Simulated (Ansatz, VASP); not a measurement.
# Two plane-wave programs on Sr

INCAR

```
SYSTEM = Sr
PREC = Accurate ; ENCUT = 520
EDIFF = 1E-7 ; ISMEAR = 0
SIGMA = 0.1 ; LREAL = .FALSE.
LASPH = .TRUE. ; NELM = 60
ALGO = Normal ; ISIF = 2
LWAVE = .FALSE. ; LCHARG = .FALSE.
GGA = PS ; NBANDS = 11
```

Contents of KPOINTS:

```
Automatic mesh
0
G
  12 12 12
  0 0 0
```

The input POSCAR:

```
Sr
1.0
   -2.2891615152      2.2891615152      2.2891615152
    2.2891615152     -2.2891615152      2.2891615152
    2.2891615152      2.2891615152     -2.2891615152
Sr
1
Direct
    0.0000000000      0.0000000000      0.0000000000
```

Input for Ansatz:

```yaml
crystal:
  lattice:
    - [-2.2891615152, 2.2891615152, 2.2891615152]
    - [2.2891615152, -2.2891615152, 2.2891615152]
    - [2.2891615152, 2.2891615152, -2.2891615152]
  atoms:
    - { symbol: Sr, position: [0.0, 0.0, 0.0] }
basis:
  ecutwfc: 420
kpoints:
  mp_grid: { grid: [12, 12, 12] }
hamiltonian:
  xc: pbesol
scf:
  occupations: { method: gaussian, width: 0.1 }
output:
  forces: true
  stress: true
  eigenvalues: true
```

Alike in both runs: task single point; functional PBEsol; k mesh 12 × 12 × 12; occupations gaussian, width 0.1 eV; no spin polarisation.

```csv
,VASP,Ansatz
version,VASP 6.6.1,Ansatz 0.2.0
potentials or method,"VASP PAW PBE potentials, release 64 (Sr_sv), cutoff 520 eV","scalar-relativistic, plane waves, PAW"
valence electrons in the cell,10,10
```

|  | VASP | Ansatz | Ansatz less VASP |
| --- | --- | --- | --- |
| gap on the k mesh at the Fermi level (eV) | none | none | - |
| pressure (GPa) | 0.9 | 0.8 | -0.02 |

VASP's potentials were made for PBE, not for PBEsol. A gap of «none» marks a metal or a gap that the smearing closes. With one functional, cell and mesh, what is left measures potentials, basis and numerics.
